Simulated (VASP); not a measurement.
Here is a VASP 6.6.1 calculation.

File INCAR:

```
SYSTEM = TaCuN2
PREC     = Accurate       ! precision mode
ENCUT    = 820            ! plane-wave cutoff, eV
EDIFF    = 1E-6           ! SCF threshold, eV
ISMEAR   = 0              ! smearing method
SIGMA    = 0.05           ! smearing width, eV
LREAL    = .False.        ! projectors in reciprocal space
LASPH    = .True.         ! aspherical terms in the spheres
NELM     = 120            ! most SCF steps
ALGO     = Normal         ! electronic algorithm
ISIF     = 2              ! what is computed and relaxed
LWAVE    = .False.        ! write WAVECAR
LCHARG   = .True.         ! write CHGCAR
LELF     = .True.         ! ELF
LVHAR    = .True.       
NBANDS   = 29             ! bands
GGA_COMPAT= .False.
```

Contents of KPOINTS:

```
regular mesh
0
Gamma
  12 12 12
  0 0 0
```

Contents of POSCAR:

```
TaCuN2
1.0
    1.5249814206      0.8804484337      5.6826055923
   -1.5249814206      0.8804484337      5.6826055923
    0.0000000000     -1.7608968673      5.6826055923
Ta Cu N
1 1 2
Direct
    0.5000000000      0.5000000000      0.5000000000
    0.0000000000      0.0000000000      0.0000000000
    0.1046071747      0.1046071747      0.1046071747
    0.8953928253      0.8953928253      0.8953928253
```

Potentials or basis: VASP PAW LDA potentials, release 64 (Ta_sv_GW, Cu_sv_GW, N).

Run with:

```console
$ cat potpaw_LDA.64/Ta_sv_GW/POTCAR potpaw_LDA.64/Cu_sv_GW/POTCAR potpaw_LDA.64/N/POTCAR > POTCAR
$ mpirun -np 1 vasp_std > vasp.out
```

Task: What does it give for the band gap on the k mesh?

Result: 0.20 eV (least direct gap 0.67 eV).

Task: Estimate the largest force.

Result: 0.007 eV/Å.

Task: What does it give for the pressure?

Result: 10.9 GPa.

Stress tensor (GPa, compression positive):
```
10.70  0.00  0.00
 0.00 10.70  0.00
 0.00  0.00 11.18
```

Caveat: the cell stands under pressure; spin-orbit coupling is left out, which moves the levels of the heavy elements. A k mesh can miss the band edges.
